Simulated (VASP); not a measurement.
# GaN (P6_3mc) in VASP: a series of runs, part 3 of 3

VASP 6.6.1. The steps go on from the part before.

**6. Relaxation of cell and atoms, PBEsol, target pressure 30 GPa, at which the enthalpy is minimised**

This run uses another cell than the first one, of 11.31 Å³/atom, 0.995 times its volume.

Contents of INCAR:

```
PREC = Accurate ; ENCUT = 600
EDIFF = 1E-7 ; ISMEAR = -1
SIGMA = 0.05 ; LREAL = F
LASPH = T ; NELM = 100
ALGO = Normal ; ISIF = 3
LWAVE = F ; LCHARG = F
GGA = PS ; IBRION = 2
NSW = 80 ; EDIFFG = -0.01
PSTRESS = 300.0
```

Contents of KPOINTS:

```
Automatic mesh
0
Gamma
  10 10 5
```

Contents of POSCAR:

```
GaN
1.0
    3.1800000000      0.0000000000      0.0000000000
   -1.5900000000      2.7539607840      0.0000000000
    0.0000000000      0.0000000000      5.1660000000
Ga N
2 2
Direct
    0.6666666667      0.3333333333      0.5000000000
    0.3333333333      0.6666666667      0.0000000000
    0.6666666667      0.3333333333      0.8750000000
    0.3333333333      0.6666666667      0.3750000000
```

Potentials or basis: VASP PAW PBE potentials, release 64 (Ga_d, N).

On the command line:

```sh
$ cat potpaw_PBE.64/Ga_d/POTCAR potpaw_PBE.64/N/POTCAR > POTCAR
$ mpirun -np 1 vasp_std > vasp.out
```

OUTCAR:

```text
PREC = Accurate
   ENCUT = 600
   EDIFF = 1E-7
   ISMEAR = -1
   LREAL = F
   LASPH = T
   NELM = 100
   ISIF = 3
   GGA = PS
   IBRION = 2
   NSW = 80
   EDIFFG = -0.01
   PSTRESS = 300.0

 ion  position               nearest neighbor table
   1  0.667  0.333  0.500-   3 1.94   4 1.95   4 1.95   4 1.95
   2  0.333  0.667  0.000-   4 1.94   3 1.95   3 1.95   3 1.95
   3  0.667  0.333  0.875-   1 1.94   2 1.95   2 1.95   2 1.95
   4  0.333  0.667  0.375-   2 1.94   1 1.95   1 1.95   1 1.95

  LATTYP: Found a hexagonal cell.
 ALAT       =     3.1800000000
 C/A-ratio  =     1.6245283019

  Lattice vectors:

 A1 = (   3.1800000000,   0.0000000000,   0.0000000000)
 A2 = (  -1.5900000000,   2.7539607840,   0.0000000000)
 A3 = (   0.0000000000,   0.0000000000,   5.1660000000)

Analysis of symmetry for initial positions (statically):
=====================================================================
 Subroutine PRICEL returns:
 Original cell was already a primitive cell.

 Routine SETGRP: Setting up the symmetry group for a
 hexagonal supercell.

 Subroutine GETGRP returns: Found 12 space group operations
 (whereof  6 operations were pure point group operations)
 out of a pool of 24 trial point group operations.

The static configuration has the point symmetry C_3v.
 The point group associated with its full space group is C_6v.

Analysis of symmetry for dynamics (positions and initial velocities):
=====================================================================
 Subroutine PRICEL returns:
 Original cell was already a primitive cell.

 Routine SETGRP: Setting up the symmetry group for a
 hexagonal supercell.

 Subroutine GETGRP returns: Found 12 space group operations
 (whereof  6 operations were pure point group operations)
 out of a pool of 24 trial point group operations.

The dynamic configuration has the point symmetry C_3v.
 The point group associated with its full space group is C_6v.

 Subroutine INISYM returns: Found 12 space group operations
 (whereof  6 operations are pure point group operations),
 and found     1 'primitive' translations

----------------------------------------------------------------------------------------

                                     Primitive cell

  volume of cell :      45.2417

  direct lattice vectors                    reciprocal lattice vectors
     3.180000000  0.000000000  0.000000000     0.314465409  0.181556688  0.000000000
    -1.590000000  2.753960784  0.000000000     0.000000000  0.363113377  0.000000000
     0.000000000  0.000000000  5.166000000     0.000000000  0.000000000  0.193573364

  length of vectors
     3.180000000  3.180000000  5.166000000     0.363113377  0.363113377  0.193573364

  position of ions in fractional coordinates (direct lattice)
     0.666666667  0.333333333  0.500000000
     0.333333333  0.666666667  0.000000000
     0.666666667  0.333333333  0.875000000
     0.333333333  0.666666667  0.375000000

  ion indices of the primitive-cell ions
   primitive index   ion index
                 1           1
                 2           2
                 3           3
                 4           4

----------------------------------------------------------------------------------------

 KPOINTS: Automatic mesh

Automatic generation of k-mesh.
[... 24 lines left out ...]
  0.100000  0.000000  0.000000      6.000000
  0.200000  0.000000  0.000000      6.000000
  0.300000  0.000000  0.000000      6.000000
  0.400000 -0.000000  0.000000      6.000000
  0.500000  0.000000  0.000000      3.000000
[... 16 lines left out ...]
  0.300000  0.100000  0.200000     24.000000
  0.400000  0.100000  0.200000     24.000000
 [... further k-points ...]
   k-points           NKPTS =     42   k-points in BZ     NKDIM =     42   number of bands    NBANDS=     22
   number of dos      NEDOS =    301   number of ions     NIONS =      4
   total plane-waves  NPLWV =  32928
   dimension x,y,z NGX =    28 NGY =   28 NGZ =   42
   dimension x,y,z NGXF=    56 NGYF=   56 NGZF=   84
   ions per type =               2   2
   NGX,Y,Z   is equivalent  to a cutoff of  14.64, 14.64, 13.52 a.u.
   NGXF,Y,Z  is equivalent  to a cutoff of  29.28, 29.28, 27.03 a.u.
 SYSTEM =  unknown system
   PREC   = accura    normal or accurate (medium, high low for compatibility)
   ISTART =      0    job   : 0-new  1-cont  2-samecut
   ICHARG =      2    charge: 1-file 2-atom 10-const
   ISPIN  =      1    spin polarized calculation?
   LNONCOLLINEAR =      F non collinear calculations
   LSORBIT =      F    spin-orbit coupling
   LASPH  =      T    aspherical Exc in radial PAW
   ENCUT  =  600.0 eV  44.10 Ry    6.64 a.u.   6.35  6.35 10.32*2*pi/ulx,y,z
   NELM   =    100;   NELMIN=  2; NELMDL= -5     # of ELM steps
   EDIFF  = 0.1E-06   stopping-criterion for ELM
   LREAL  =      F    real-space projection
   EDIFFG = -.1E-01   stopping-criterion for IOM
   NSW    =     80    number of steps for IOM
   IBRION =      2    ionic relax: 0-MD 1-quasi-New 2-CG
   NFREE  =      1    steps in history (QN), initial steepest desc. (CG)
   ISIF   =      3    stress and relaxation
   ISYM   =      2    0-nonsym 1-usesym 2-fastsym
   POTIM  = 0.5000    time-step for ionic-motion
   TEBEG  =    0.0;   TEEND  =   0.0 temperature during run
   PSTRESS=  300.0 pullay stress
   NELECT =      36.0000    total number of electrons
   NUPDOWN=      -1.0000    fix difference up-down
   EMIN   =  10.00;   EMAX   =-10.00  energy-range for DOS
   EFERMI =   0.00;   METHOD = LEGACY
   ISMEAR =    -1;   SIGMA  =   0.05  broadening in eV -4-tet -1-fermi 0-gaus
   EFERMI_NEDOS =   21; number of points for ismear=-14 and -15
   IALGO  =     38    algorithm
   IMIX   =      4    mixing-type and parameters
     AMIX     =   0.40;   BMIX     =  1.00
     AMIX_MAG =   1.60;   BMIX_MAG =  1.00
  volume/ion in A,a.u.               =      11.31        76.33
  Fermi-wavevector in a.u.,A,eV,Ry     =   1.517036  2.866782 31.312427  2.301398
  Thomas-Fermi vector in A             =   2.626345
   LORBIT       =      0    0 simple, 1 ext, 2 COOP (PROOUT), +10 PAW based schemes
   GGA     = PS    functional components
   LHFCALC =     F    Hartree Fock is set to
   AEXX    =    0.0000 exact exchange contribution
   IVDW    =     0    specifies the selected vdW correction
   LEPSILON=     F    determine dielectric tensor
   LRPA    =     F    only Hartree local field effects (RPA)
 conjugate gradient relaxation of ions
 non-spin polarized calculation
  energy-cutoff  :      600.00
  volume of cell :       45.24
 maximum number of plane-waves:      1524
 NGX is ok and might be reduce to    28
   NGX = 13   NGY = 13   NGZ = 21

--------------------------------------- Ionic step        1  -------------------------------------------

 number of electron      35.9999995 magnetization

 Free energy of the ion-electron system (eV)
  ---------------------------------------------------
  ext. energy  EPLUGINS =         0.00000000
  ---------------------------------------------------
  free energy    TOTEN  =       -26.26982198 eV

  energy without entropy =      -26.26982198  energy(sigma->0) =      -26.26982198

------------------------ aborting loop because EDIFF is reached ----------------------------------------

  FORCE on cell =-STRESS in cart. coord.  units (eV):
  Direction    XX          YY          ZZ          XY          YZ          ZX
  --------------------------------------------------------------------------------------
  -------------------------------------------------------------------------------------
  Total       -0.0147168     -0.0147168      0.5819925      0.0000000      0.0000000     -0.0000000
  in kB       -0.5211773     -0.5211773     20.6105077      0.0000000      0.0000000     -0.0000000
  external PRESSURE =    -293.4772823 kB  Pullay stress =     300.0000000 kB
[... 27 lines left out ...]
--------------------------------------- Ionic step        2  -------------------------------------------

 number of electron      36.0000000 magnetization

 E-fermi :  10.4390     XC(G=0): -13.7721

 val. band max:        9.4955029044   @ k =   0.0000   0.0000   0.0000
 cond. band min:      13.4389684595   @ k =   0.0000   0.0000   0.0000
 fundamental gap:      3.9434655552
 Fermi energy:        10.4390445328

 k-point     1 :       0.0000    0.0000    0.0000
  band No.  band energies     occupation
      1      -9.9463      2.00000
      2      -7.9355      2.00000
      3      -4.7793      2.00000
      4      -4.7627      2.00000
      5      -4.7627      2.00000
      6      -4.6109      2.00000
[... 790 lines left out ...]
--------------------------------------- Ionic step        7  -------------------------------------------

 number of electron      36.0000009 magnetization

 Free energy of the ion-electron system (eV)
  ---------------------------------------------------
  ext. energy  EPLUGINS =         0.00000000
  ---------------------------------------------------
  free energy    TOTEN  =       -25.83490200 eV

  energy without entropy =      -25.83490200  energy(sigma->0) =      -25.83490200

 E-fermi :   7.6421     XC(G=0): -12.6117

 val. band max:        6.6962305896   @ k =   0.0000   0.0000   0.0000
 cond. band min:       9.4052369103   @ k =   0.0000   0.0000   0.0000
 fundamental gap:      2.7090063207
 Fermi energy:         7.6420618831

 k-point     1 :       0.0000    0.0000    0.0000
  band No.  band energies     occupation
      1     -10.4900      2.00000
      2      -9.1133      2.00000
      3      -6.9002      2.00000
      4      -6.8775      2.00000
      5      -6.8775      2.00000
      6      -6.7858      2.00000
[... 626 lines left out ...]
  energy  without entropy=      -25.8349020039  energy(sigma->0) =      -25.83490200

  enthalpy is  TOTEN    =       -18.3100602908 eV   P V=        7.5248417132

 reached required accuracy - stopping structural energy minimisation
```

OSZICAR:

```text
N       E                     dE             d eps       ncg     rms          rms(c)
DAV:   1     0.288405727793E+03    0.28841E+03   -0.19978E+04  1966   0.333E+03
DAV:   2     0.734960288305E+01   -0.28106E+03   -0.27215E+03  2058   0.563E+02
DAV:   3    -0.284419246333E+02   -0.35792E+02   -0.35454E+02  2124   0.163E+02
DAV:   4    -0.299135515693E+02   -0.14716E+01   -0.14672E+01  2622   0.351E+01
[... 72 lines left out ...]
DAV:   3    -0.258349178725E+02    0.33109E-03   -0.58113E-04  3386   0.542E-01    0.249E-02
DAV:   4    -0.258349030870E+02    0.14785E-04   -0.13747E-04  1992   0.128E-01    0.820E-03
DAV:   5    -0.258349021627E+02    0.92433E-06   -0.11210E-05  2494   0.392E-02    0.430E-03
DAV:   6    -0.258349020210E+02    0.14171E-06   -0.65062E-07  2112   0.157E-02    0.889E-04
DAV:   7    -0.258349020040E+02    0.16992E-07   -0.23565E-07  1546   0.971E-03
   7 F= -.18310060E+02 E0= -.18310060E+02  d E =-.168685E-03
```

Run time: 3.4 min. Hardware: 1 thread of AMD EPYC 9R45 (Zen 5), shared host; peak memory 0.18 GiB.

What came out:

* Free energy: -25.8349 eV
* Relaxed volume: 10.05 Å³/atom
* Relaxed cell: a = 3.053 Å, b = 3.053 Å, c = 4.979 Å, α = 90.00°, β = 90.00°, γ = 120.00°
* Space group after relaxing (to 0.05 Å): P6_3mc (No. 186)
* Energy change on relaxing (the enthalpy is what falls): +108.7 meV/atom
* Ionic steps: 7
* Pressure after relaxing: 30.0 GPa
* Band gap on the k mesh: 2.71 eV, direct

The path:
```tsv
step	energy change (eV)	largest force (eV/Å)	pressure (GPa)	volume (Å³)
1	0.0000	0.1310	0.65	45.24
2	3.5084	0.4218	119.93	32.99
3	0.3848	0.0483	27.86	40.47
4	0.4259	0.0411	29.57	40.24
5	0.4439	0.0381	30.37	40.14
6	0.4218	0.0597	29.46	40.26
7	0.4349	0.0009	29.97	40.19
```

Final structure:
```
CELL_PARAMETERS angstrom
3.05294 0.00000 0.00000
-1.52647 2.64393 0.00000
0.00000 0.00000 4.97874
ATOMIC_POSITIONS crystal
Ga 0.66667 0.33333 0.49947
Ga 0.33333 0.66667 0.99947
N 0.66667 0.33333 0.87553
N 0.33333 0.66667 0.37553
```

Levels at points of the mesh, in eV from the valence-band top:
```csv
k point,band 15,band 16,band 17,band 18,band 19,band 20,band 21,band 22
"(0.00, 0.00, 0.00)",-1.22,-0.07,0.00,0.00,2.71,5.04,9.81,10.54
"(0.50, 0.00, 0.00)",-4.88,-3.26,-2.66,-1.18,5.27,5.99,6.51,9.62
```

Caveat: the cell is relaxed towards a set pressure, so the enthalpy falls and the energy may rise; the PAW data sets were made with another functional, which shifts forces and pressure a little.

**7. Summary**

```csv
task,cell,cutoff (eV),gap on the mesh (eV),pressure (GPa)
single point,"a = 3.182, b = 3.182, c = 5.185 Å, angles 90.0, 90.0, 120.0°, 4 atoms",520,1.89,-0.2
relaxation of cell and atoms,"relaxed to 5 GPa from a = 3.180, b = 3.180, c = 5.166 Å, angles 90.0, 90.0, 120.0°, 4 atoms",600,2.07,5.0
relaxation of cell and atoms,"relaxed to 10 GPa from a = 3.180, b = 3.180, c = 5.166 Å, angles 90.0, 90.0, 120.0°, 4 atoms",600,2.22,10.0
relaxation of cell and atoms,"relaxed to 20 GPa from a = 3.180, b = 3.180, c = 5.166 Å, angles 90.0, 90.0, 120.0°, 4 atoms",600,2.48,20.0
relaxation of cell and atoms,"relaxed to 30 GPa from a = 3.180, b = 3.180, c = 5.166 Å, angles 90.0, 90.0, 120.0°, 4 atoms",600,2.71,30.0
```

Alike in all rows: level PBEsol; potentials or basis VASP PAW PBE potentials, release 64 (Ga_d, N); no spin polarisation; k mesh 10 × 10 × 5; smearing fermi-dirac 0.05 eV.

Caveats: the PAW data sets were made with another functional, which shifts forces and pressure a little; the cell is relaxed towards a set pressure, so the enthalpy falls and the energy may rise (some runs).

Total energies depend on the potentials used, so only differences within one code and one set of settings carry meaning.

**8. Comparison with measurements**

Step 2. Against the measured gap of GaN, 3.503 eV (direct; quoted in “Studying electronic properties in GaN without electrical contacts using γ-γ vs e−-γ Perturbed Angular Correlations”, 2019, pmc:6823545), the calculated 1.89 eV is off by -1.61 eV. Spin-orbit coupling on Ga is left out. The value is that of PBEsol, without temperature or zero-point motion. Semilocal functionals fall short of measured gaps as a rule.
